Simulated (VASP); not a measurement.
A run of VASP 6.6.1 is set up as follows.

File INCAR:

```
SYSTEM = C
  PREC = Accurate
  ENCUT = 520
  EDIFF = 1E-6
  ISMEAR = 0
  SIGMA = 0.1
  LREAL = .False.
  LASPH = .True.
  NELM = 60
  ALGO = Normal
  ISIF = 2
  LWAVE = .False.
  LCHARG = .False.
  GGA = PE
  NBANDS = 16
```

The input KPOINTS:

```
regular mesh
0
Gamma
  18 18 14
  0 0 0
```

POSCAR

```
C
1.0
    1.3358068183     -3.0996599397      0.0000000000
    1.3358068183      3.0996599397      0.0000000000
    0.0000000000      0.0000000000      3.4283068000
C
4
Direct
    0.5000000000      0.5000000000      0.8051692161
    0.5000000000      0.5000000000      0.1948307839
    0.3220024245      0.6779975755      0.5000000000
    0.6779975755      0.3220024245      0.5000000000
```

Potentials or basis: VASP PAW PBE potentials, release 64 (C).

Launch:

```bash
$ cat potpaw_PBE.64/C/POTCAR > POTCAR
$ mpirun -np 1 vasp_std > vasp.out
```

Question: What does it give for the band gap on the k mesh?

Answer: Zero (band 8 reaches 8.82 eV, above the bottom of band 9 at 6.24 eV).

Question: What does it give for the largest force?

Answer: 0.035 eV/Å.

Question: What does it give for the pressure?

Answer: 0.4 GPa.

Stress tensor (GPa, compression positive):
```
0.01 0.00 0.00
0.00 0.50 0.00
0.00 0.00 0.61
```
